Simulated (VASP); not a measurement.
A run of VASP 6.6.1:

File INCAR:

```
SYSTEM = CdH2O2
PREC = Accurate ; ENCUT = 520
EDIFF = 1E-7 ; ISMEAR = 0
SIGMA = 0.01 ; LREAL = .FALSE.
LASPH = .TRUE. ; NELM = 60
ALGO = Normal ; ISIF = 2
LWAVE = .FALSE. ; LCHARG = .TRUE.
GGA = PS ; IVDW = 12
LELF = .TRUE. ; LVHAR = .TRUE.
NBANDS = 21
```

Contents of KPOINTS:

```
regular mesh
0
G
  6 6 4
  0 0 0
```

File POSCAR:

```
CdH2O2
1.0
    3.5465013934      0.0000000000      0.0000000000
   -1.7732506967      3.0713604791      0.0000000000
    0.0000000000      0.0000000000      4.6838884119
Cd H O
1 2 2
Direct
    0.0000000000      0.0000000000      0.0000000000
    0.6666666667      0.3333333333      0.5509610000
    0.3333333333      0.6666666667      0.4490390000
    0.6666666667      0.3333333333      0.7593720000
    0.3333333333      0.6666666667      0.2406280000
```

Potentials or basis: VASP PAW PBE potentials, release 64 (Cd, H, O).

The run is started by

```bash
$ cat potpaw_PBE.64/Cd/POTCAR potpaw_PBE.64/H/POTCAR potpaw_PBE.64/O/POTCAR > POTCAR
$ mpirun -np 1 vasp_std > vasp.out
```

Hardware: 1 thread of AMD EPYC 7R13 (shared host).

**Question.** How long does it take, and how much memory?

**Answer.** It took 42 s on 1 thread of AMD EPYC 7R13 (shared host), peak memory 0.17 GiB. Counts: scf iterations 15, k points 24.
